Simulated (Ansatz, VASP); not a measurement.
**KF: VASP beside Ansatz**

```
K F
1.0
     0.00000    2.68961    2.68961
     2.68961    0.00000    2.68961
     2.68961    2.68961    0.00000
K F
1 1
Direct
  0.00000 0.00000 0.00000
  0.50000 0.50000 0.50000
```

Change from the starting cell: species swapped into the TmN type (Fm-3m, No. 225).

Alike in both runs: task relaxation of cell and atoms; functional PBE; k mesh 8 × 8 × 8; occupations gaussian, width 0.02 eV; no spin polarisation.

|  | VASP | Ansatz |
| --- | --- | --- |
| version | VASP 6.6.1 | Ansatz 0.2.0 |
| potentials or method | VASP PAW PBE potentials, release 64 (K_sv, F), cutoff 600 eV | scalar-relativistic, plane waves, PAW |
| valence electrons in the cell | 16 | 16 |

```tsv
	VASP	Ansatz	Ansatz less VASP
gap on the k mesh at the Fermi level, each at its own relaxed structure (eV)	5.95	5.96	+0.014
relaxed volume (Å³/atom)	19.91	19.90	-0.005
relaxed cell length with the largest relative difference (Å)	3.833	3.833	-0.0003
```
